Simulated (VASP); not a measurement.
Runs of VASP 6.6.1 on Ca. The structure is that of space group Im-3m (No. 229), or close to it. The cells are those of the table. 

```csv
level,potentials or basis,cell,k mesh,smearing,gap on the mesh (eV),pressure (GPa)
r2SCAN,"VASP PAW PBE potentials, release 64 (Ca_sv)","a = 3.814 Å, angles 109.4, 109.4, 109.7°, 1 atom",5 × 5 × 5,fermi-dirac 0.05 eV,none,0.2
PBE,"VASP PAW PBE potentials, release 64 (Ca_sv)","a = 3.814 Å, angles 109.4, 109.4, 109.7°, 1 atom",7 × 7 × 7,gaussian 0.05 eV,none,(a)
LDA,"VASP PAW LDA potentials, release 64 (Ca_sv)","a = 3.814 Å, angles 109.4, 109.4, 109.7°, 1 atom",5 × 5 × 5,fermi-dirac 0.05 eV,none,(b)
LDA,"VASP PAW LDA potentials, release 64 (Ca_sv)","a = 3.848, b = 3.867, c = 3.731 Å, angles 109.6, 109.5, 109.4°, 1 atom",9 × 9 × 9,tetrahedron,none,-2.0
PBE+D3(BJ),"VASP PAW PBE potentials, release 64 (Ca_sv)","a = 3.900, b = 3.822, c = 3.777 Å, angles 108.5, 110.7, 110.3°, 1 atom",9 × 9 × 9,methfessel-paxton 0.025 eV,none,-1.0
```

Alike in all rows: task single point; no spin polarisation; cutoff (eV) 520.

Problem. Estimate the missing entries.

Solution. (a) -0.2; (b) -1.9.

Caveats: some runs use coarse meshes; the PAW data sets were made with another functional, which shifts forces and pressure a little (some runs); tetrahedron occupations give inexact forces and stress in metals (some runs); pairwise dispersion overbinds metals, which lowers pressure and volume (some runs).

A gap of «none» marks levels without a gap at the run's occupations.
